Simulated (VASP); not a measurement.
# NiO (Fm-3m) in VASP: notebook

NiO is run at these levels: PBE; tasks: single point.

Everything below comes from runs of VASP 6.6.1. Logs are shortened: lines on timing, memory, paths and dates and some standing lists are left out, and cuts for length are marked.

**Measured values to compare with.**

From “Local correlations, non-local screening, multiplets, and band formation in NiO”, 2012, arxiv:1210.6675, for a bulk crystal of NiO: band gap 4.3 eV.

The results are compared with them further down.

## Step 1: The cell of the first run

Symmetry: Fm-3m, No. 225, cubic system. The conventional cell has a = 4.126 Å, b = 4.126 Å, c = 4.126 Å, α = 90.00°, β = 90.00°, γ = 90.00°. Within 2.7 Å of Ni (site symmetry m-3m) lie 6 O at 2.06 Å. Within 2.7 Å of O (site symmetry m-3m) lie 6 Ni at 2.06 Å.

## Step 2: Single point, PBE, collinear spin, ferromagnetic start

INCAR

```
SYSTEM = NiO
PREC = Accurate
ENCUT = 520
EDIFF = 1E-6
ISMEAR = -1
SIGMA = 0.05
LREAL = .FALSE.
LASPH = .TRUE.
NELM = 150
ALGO = Normal
ISIF = 2
LWAVE = .FALSE.
LCHARG = .FALSE.
ISPIN = 2
MAGMOM = 1 0
LORBIT = 11
LMAXMIX = 4
GGA = PE
NBANDS = 19
```

KPOINTS

```
Automatic mesh
0
G
  11 11 11
  0 0 0
```

POSCAR

```
NiO
1.0
    0.0000000000      2.0630451059      2.0630451059
    2.0630451059      0.0000000000      2.0630451059
    2.0630451059      2.0630451059      0.0000000000
Ni O
1 1
Direct
    0.0000000000      0.0000000000      0.0000000000
    0.5000000000      0.5000000000      0.5000000000
```

Potentials or basis: VASP PAW PBE potentials, release 64 (Ni, O).

Run with:

```bash
cat potpaw_PBE.64/Ni/POTCAR potpaw_PBE.64/O/POTCAR > POTCAR
mpirun -np 1 vasp_std > vasp.out
```

OUTCAR:

```text
SYSTEM = NiO
   PREC = Accurate
   ENCUT = 520
   EDIFF = 1E-6
   ISMEAR = -1
   LREAL = .FALSE.
   LASPH = .TRUE.
   NELM = 150
   ISIF = 2
   ISPIN = 2
   LORBIT = 11
   GGA = PE

 ion  position               nearest neighbor table
   1  0.000  0.000  0.000-   2 2.06   2 2.06   2 2.06   2 2.06   2 2.06   2 2.06
   2  0.500  0.500  0.500-   1 2.06   1 2.06   1 2.06   1 2.06   1 2.06   1 2.06

  LATTYP: Found a face centered cubic cell.
 ALAT       =     4.1260902118

  Lattice vectors:

 A1 = (   0.0000000000,   2.0630451059,   2.0630451059)
 A2 = (   2.0630451059,   0.0000000000,   2.0630451059)
 A3 = (   2.0630451059,   2.0630451059,   0.0000000000)

Analysis of symmetry for initial positions (statically):
=====================================================================
 Subroutine PRICEL returns:
 Original cell was already a primitive cell.

 Routine SETGRP: Setting up the symmetry group for a
 face centered cubic supercell.

 Subroutine GETGRP returns: Found 48 space group operations
 (whereof 48 operations were pure point group operations)
 out of a pool of 48 trial point group operations.

The static configuration has the point symmetry O_h .

Analysis of symmetry for dynamics (positions and initial velocities):
=====================================================================
 Subroutine PRICEL returns:
 Original cell was already a primitive cell.

 Routine SETGRP: Setting up the symmetry group for a
 face centered cubic supercell.

 Subroutine GETGRP returns: Found 48 space group operations
 (whereof 48 operations were pure point group operations)
 out of a pool of 48 trial point group operations.

The dynamic configuration has the point symmetry O_h .

Analysis of structural, dynamic, and magnetic symmetry:
=====================================================================
 Subroutine PRICEL returns:
 Original cell was already a primitive cell.

 Routine SETGRP: Setting up the symmetry group for a
 face centered cubic supercell.

 Subroutine GETGRP returns: Found 48 space group operations
 (whereof 48 operations were pure point group operations)
 out of a pool of 48 trial point group operations.

The overall configuration has the point symmetry O_h .

 Subroutine INISYM returns: Found 48 space group operations
 (whereof 48 operations are pure point group operations),
 and found     1 'primitive' translations

----------------------------------------------------------------------------------------

[... 113 lines left out ...]
  volume/ion in A,a.u.               =       8.78        59.25
  Fermi-wavevector in a.u.,A,eV,Ry     =   1.587070  2.999128 34.270238  2.518791
  Thomas-Fermi vector in A             =   2.686284
   LORBIT       =     11    0 simple, 1 ext, 2 COOP (PROOUT), +10 PAW based schemes
   GGA     = PE    functional components
   LHFCALC =     F    Hartree Fock is set to
   AEXX    =    0.0000 exact exchange contribution
   IVDW    =     0    specifies the selected vdW correction
   LEPSILON=     F    determine dielectric tensor
   LRPA    =     F    only Hartree local field effects (RPA)
 spin polarized calculation
  energy-cutoff  :      520.00
  volume of cell :       17.56
 maximum number of plane-waves:       495
 NGX is ok and might be reduce to    24
   NGX = 11   NGY = 11   NGZ = 11

 number of electron      15.9999988 magnetization       1.5529766

 Free energy of the ion-electron system (eV)
  ---------------------------------------------------
  ext. energy  EPLUGINS =         0.00000000
  ---------------------------------------------------
  free energy    TOTEN  =       -11.44267627 eV

  energy without entropy =      -11.43102007  energy(sigma->0) =      -11.43684817

 E-fermi :   8.5023     XC(G=0): -12.8958

 val. band max:        8.5020559985   @ k =  -0.2727   0.0909   0.0000
 cond. band min:       8.5032863645   @ k =   0.4545   0.0909   0.0000
 fundamental gap:      0.0012303660
 Fermi energy:         8.5023147386

 spin component 1

 k-point     1 :       0.0000    0.0000    0.0000
  band No.  band energies     occupation
      1     -12.3068      1.00000
      2       5.2594      1.00000
      3       5.2594      1.00000
      4       5.2594      1.00000
      5       5.4322      1.00000
      6       5.4322      1.00000
[... 517 lines left out ...]
     18      39.9552      0.00000
     19      41.1300      0.00000

 [... further k-points ...]

 spin component 2

 k-point     1 :       0.0000    0.0000    0.0000
  band No.  band energies     occupation
      1     -11.9365      1.00000
      2       5.6910      1.00000
      3       5.6910      1.00000
      4       5.6910      1.00000
      5       6.5293      1.00000
      6       6.5294      1.00000
[... 517 lines left out ...]
     18      40.3289      0.00000
     19      41.3375      0.00000

 [... further k-points ...]

------------------------ aborting loop because EDIFF is reached ----------------------------------------

  FORCE on cell =-STRESS in cart. coord.  units (eV):
  Direction    XX          YY          ZZ          XY          YZ          ZX
  --------------------------------------------------------------------------------------
  -------------------------------------------------------------------------------------
  Total        1.2697537      1.2697537      1.2697537      0.0000000      0.0000000      0.0000000
  in kB      115.8440999    115.8440999    115.8440999      0.0000000      0.0000000      0.0000000
  external PRESSURE =     115.8440999 kB  Pullay stress =       0.0000000 kB

 VOLUME and BASIS-vectors are now :
 -----------------------------------------------------------------------------
  energy-cutoff  :      520.00
  volume of cell :       17.56
      direct lattice vectors                 reciprocal lattice vectors
     0.000000000  2.063045106  2.063045106    -0.242360188  0.242360188  0.242360188
     2.063045106  0.000000000  2.063045106     0.242360188 -0.242360188  0.242360188
     2.063045106  2.063045106  0.000000000     0.242360188  0.242360188 -0.242360188

 POSITION                                       TOTAL-FORCE (eV/Angst)
 -----------------------------------------------------------------------------------
      0.00000      0.00000      0.00000         0.000000     -0.000000     -0.000000
      2.06305      2.06305      2.06305         0.000000      0.000000      0.000000
 -----------------------------------------------------------------------------------
    total drift:                                0.000000     -0.000000     -0.000000

  FREE ENERGIE OF THE ION-ELECTRON SYSTEM (eV)
  ---------------------------------------------------
  free  energy   TOTEN  =       -11.4426762677 eV

  energy  without entropy=      -11.4310200666  energy(sigma->0) =      -11.43684817

 total charge

# of ion       s       p       d       tot
------------------------------------------
    1        0.343   0.432   8.292   9.066
    2        1.558   3.433   0.000   4.992
--------------------------------------------------
tot          1.901   3.865   8.292  14.058

 magnetization (x)

# of ion       s       p       d       tot
------------------------------------------
    1        0.012   0.015   1.264   1.290
    2        0.028   0.198   0.000   0.225
--------------------------------------------------
tot          0.039   0.213   1.264   1.516
```

OSZICAR:

```text
N       E                     dE             d eps       ncg     rms          rms(c)
DAV:   1     0.835282642500E+02    0.83528E+02   -0.69216E+03  4570   0.104E+03
DAV:   2    -0.844001536578E+01   -0.91968E+02   -0.80589E+02  4381   0.238E+02
DAV:   3    -0.135474412046E+02   -0.51074E+01   -0.47978E+01  4913   0.558E+01
DAV:   4    -0.135934656153E+02   -0.46024E-01   -0.45953E-01  4764   0.513E+00
DAV:   5    -0.135941552655E+02   -0.68965E-03   -0.68958E-03  4797   0.616E-01    0.145E+01
DAV:   6    -0.126306405570E+02    0.96351E+00   -0.95789E+00  5616   0.563E+01    0.158E+01
DAV:   7    -0.114687028013E+02    0.11619E+01   -0.39155E+00  5423   0.450E+01    0.610E+00
DAV:   8    -0.114305919867E+02    0.38111E-01   -0.19563E-01  5616   0.771E+00    0.327E+00
DAV:   9    -0.114397321414E+02   -0.91402E-02   -0.26983E-02  5667   0.231E+00    0.972E-01
DAV:  10    -0.114422464438E+02   -0.25143E-02   -0.42555E-03  5803   0.745E-01    0.417E-01
DAV:  11    -0.114425767976E+02   -0.33035E-03   -0.16402E-03  5575   0.966E-01    0.126E-01
DAV:  12    -0.114427277530E+02   -0.15096E-03   -0.61985E-04  5584   0.288E-01    0.127E-01
DAV:  13    -0.114426427149E+02    0.85038E-04   -0.18153E-04  5591   0.347E-01    0.497E-02
DAV:  14    -0.114426734415E+02   -0.30727E-04   -0.41755E-05  5178   0.888E-02    0.135E-02
DAV:  15    -0.114426762705E+02   -0.28290E-05   -0.38065E-06  4892   0.382E-02    0.297E-03
DAV:  16    -0.114426762677E+02    0.28249E-08   -0.11386E-06  3152   0.102E-02
   1 F= -.11442676E+02 E0= -.11436848E+02  d E =-.116562E-01  mag=     1.5528
```

stdout:

```text
POSCAR found type information on POSCAR NiO
 POSCAR found :  2 types and       2 ions
 scaLAPACK will be used
 LDA part: xc-table for (Slater+PW92), standard interpolation
 POSCAR, INCAR and KPOINTS ok, starting setup
 FFT: planning ... GRIDC
 FFT: planning ... GRID_SOFT
 FFT: planning ... GRID
 WAVECAR not read
 entering main loop
```

Run time: 83 s. Hardware: 1 thread of Intel Xeon 8259CL, shared host; peak memory 0.17 GiB.

What came out:

```
Free energy                                           : -11.4427 eV
Pressure                                              : 11.6 GPa
Net moment                                            : 1.55 μB per cell
Site moments                                          : Ni +1.29; O +0.23 μB
Valence electrons inside the program's atomic spheres : Ni 9.07; O 4.99
```

Levels at points of the mesh, in eV from the Fermi level:
Spin up:
| k point | band 5 | band 6 | band 7 | band 8 | band 9 | band 10 | band 11 | band 12 | band 13 | band 14 |
| --- | --- | --- | --- | --- | --- | --- | --- | --- | --- | --- |
| (0.00, 0.00, 0.00) | -3.07 | -3.07 | -2.70 | -2.70 | -2.70 | 1.68 | 17.90 | 19.16 | 19.16 | 19.16 |
Spin down:
```tsv
k point	band 5	band 6	band 7	band 8	band 9	band 10
(0.00, 0.00, 0.00)	-1.97	-1.97	-1.97	-0.81	-0.81	1.99
```

Caveat: the cell stands under pressure; a cell with one magnetic atom can't hold antiferromagnetic order, which such compounds often take; semilocal functionals often make such compounds metallic where correlation or magnetic order opens a gap, which also shifts bond lengths. With open d or f shells a metallic result of PBE can be an artefact of self-interaction; +U or a hybrid may open a gap.

## Step 3: Single point, PBE, collinear spin, ferromagnetic start

This run uses another cell than the first one, of 9.33 Å³/atom.

INCAR

```
SYSTEM = NiO
ALGO = Normal
EDIFF = 1E-6
ENCUT = 520
GGA = PE
ISIF = 2
ISMEAR = -1
ISPIN = 2
LASPH = .True.
LCHARG = .False.
LMAXMIX = 4
LORBIT = 11
LREAL = .False.
LWAVE = .False.
MAGMOM = 1 0
NBANDS = 19
NELM = 150
PREC = Accurate
SIGMA = 0.05
```

KPOINTS

```
k-points
0
Gamma
  11 11 11
  0 0 0
```

POSCAR

```
NiO
1.0
    0.0000000000      2.1051596455      2.1051596455
    2.1051596455      0.0000000000      2.1051596455
    2.1051596455      2.1051596455      0.0000000000
Ni O
1 1
Direct
    0.0000000000      0.0000000000      0.0000000000
    0.5000000000      0.5000000000      0.5000000000
```

Potentials or basis: VASP PAW PBE potentials, release 64 (Ni, O).

Run with:

```bash
cat potpaw_PBE.64/Ni/POTCAR potpaw_PBE.64/O/POTCAR > POTCAR
mpirun -np 1 vasp_std > vasp.out
```

Run time: 80 s. Hardware: 1 thread of Intel Xeon 8259CL, shared host; peak memory 0.17 GiB.

The run converged. Its results:

```yaml
Free_energy: -11.4829 eV
Pressure: 0.3 GPa
Net_moment: 1.77 μB per cell
Site_moments: Ni +1.45; O +0.27 μB
Valence_electrons_inside_the_program's_atomic_spheres: Ni 8.94; O 4.97
```

Levels at points of the mesh, in eV from the Fermi level:
Spin up:
| k point | band 7 | band 8 | band 9 | band 10 | band 11 | band 12 |
| --- | --- | --- | --- | --- | --- | --- |
| (0.00, 0.00, 0.00) | -2.58 | -2.58 | -2.58 | 1.43 | 17.80 | 18.77 |
Spin down:
```tsv
k point	band 4	band 5	band 6	band 7	band 8	band 9	band 10	band 11
(0.00, 0.00, 0.00)	-2.36	-1.77	-1.77	-1.77	-0.53	-0.53	1.78	17.74
```

Caveat: a cell with one magnetic atom can't hold antiferromagnetic order, which such compounds often take; semilocal functionals often make such compounds metallic where correlation or magnetic order opens a gap, which also shifts bond lengths.

## Step 4: Single point, PBE, collinear spin, zero start

This run uses another cell than the first one, of 9.15 Å³/atom.

INCAR

```
PREC = Accurate ; ENCUT = 520
EDIFF = 1E-7 ; ISMEAR = -1
SIGMA = 0.05 ; LREAL = False
LASPH = True ; NELM = 150
ALGO = Normal ; ISIF = 2
LWAVE = False ; LCHARG = False
ISPIN = 2 ; MAGMOM = 0 0
LORBIT = 11 ; NUPDOWN = 0.0
LMAXMIX = 4 ; GGA = PE
NBANDS = 19
```

KPOINTS

```
Automatic mesh
0
Gamma
  9 9 9
```

POSCAR

```
NiO
1.0
    0.0000000000      2.0913095100      2.0913095100
    2.0913095100      0.0000000000      2.0913095100
    2.0913095100      2.0913095100      0.0000000000
Ni O
1 1
Direct
    0.0000000000      0.0000000000      0.0000000000
    0.5000000000      0.5000000000      0.5000000000
```

Run with:

```bash
cat potpaw_PBE.64/Ni/POTCAR potpaw_PBE.64/O/POTCAR > POTCAR
mpirun -np 1 vasp_std > vasp.out
```

Run time: 21 s. Hardware: 1 thread of Intel Xeon 8259CL, shared host; peak memory 0.16 GiB.

The run converged. Its results:

```
Free energy                                           : -11.3825 eV
Pressure                                              : -3.3 GPa
Net moment                                            : 0.00 μB per cell
Valence electrons inside the program's atomic spheres : Ni 9.05; O 4.93
```

Caveat: the cell stands under tension; the total moment is fixed, so each spin has its own Fermi level.

## Step 5: Single point, PBE, collinear spin, ferromagnetic start

This run uses another cell than the first one, of 9.15 Å³/atom.

INCAR

```
ALGO = Normal
EDIFF = 1E-6
ENCUT = 520
GGA = PE
ISIF = 2
ISMEAR = -1
ISPIN = 2
LASPH = T
LCHARG = T
LELF = T
LMAXMIX = 4
LORBIT = 11
LREAL = F
LVHAR = T
LWAVE = F
MAGMOM = 0.2 0
NBANDS = 19
NELM = 150
NUPDOWN = 0.2
PREC = Accurate
SIGMA = 0.05
```

KPOINTS

```
k-points
0
Gamma
  9 9 9
```

POSCAR is that of step 4.

Run with:

```bash
cat potpaw_PBE.64/Ni/POTCAR potpaw_PBE.64/O/POTCAR > POTCAR
mpirun -np 1 vasp_std > vasp.out
```

Run time: 24 s. Hardware: 1 thread of Intel Xeon 8259CL, shared host; peak memory 0.16 GiB.

Results (log left out):

| Quantity | Value |
| --- | --- |
| Free energy | -11.3838 eV |
| Pressure | -3.2 GPa |
| Net moment | 0.20 μB per cell |
| Site moments | Ni +0.17; O +0.03 μB |
| Valence electrons inside the program's atomic spheres | Ni 9.05; O 4.93 |

Caveat: the cell stands under tension; the total moment is fixed, so each spin has its own Fermi level.

## Step 6: Summary

```tsv
spin	fixed moment (μB)	cell	k mesh	gap on the mesh (eV)	pressure (GPa)	moment (μB)
collinear, ferromagnetic start	-	a = 2.918 Å, angles 60.0°, 2 atoms	11 × 11 × 11	none	11.6	1.55
collinear, ferromagnetic start	-	a = 2.977 Å, angles 60.0°, 2 atoms	11 × 11 × 11	none	0.3	1.77
collinear, zero start	0.0	a = 2.958 Å, angles 60.0°, 2 atoms	9 × 9 × 9	-	-3.3	0.00
collinear, ferromagnetic start	0.2	a = 2.958 Å, angles 60.0°, 2 atoms	9 × 9 × 9	-	-3.2	0.20
```

Alike in all rows: task single point; level PBE; potentials or basis VASP PAW PBE potentials, release 64 (Ni, O); cutoff (eV) 520; smearing fermi-dirac 0.05 eV.

Caveats: a cell with one magnetic atom can't hold antiferromagnetic order, which such compounds often take (at least some runs); semilocal functionals often make such compounds metallic where correlation or magnetic order opens a gap, which also shifts bond lengths (at least some runs); the cell stands under tension (at least some runs); the total moment is fixed, so each spin has its own Fermi level (at least some runs); the cell stands under pressure (at least some runs).

Total energies depend on the potentials used, so only differences within one code and one set of settings carry meaning.

## Step 7: Comparison with measurements

Step 3. Against the measured gap of NiO, 4.3 eV (quoted in “Local correlations, non-local screening, multiplets, and band formation in NiO”, 2012, arxiv:1210.6675), the calculated 0.00 eV is off by -4.30 eV. So large a miss can be the level of theory's own, or it may mean another phase, state or a wrong row. The value is that of PBE on a finite k mesh, which can miss the band edges, without temperature or zero-point motion. Semilocal functionals fall short of measured gaps as a rule. The run's magnetic order (collinear spin, ferromagnetic start) needn't be the measured crystal's.
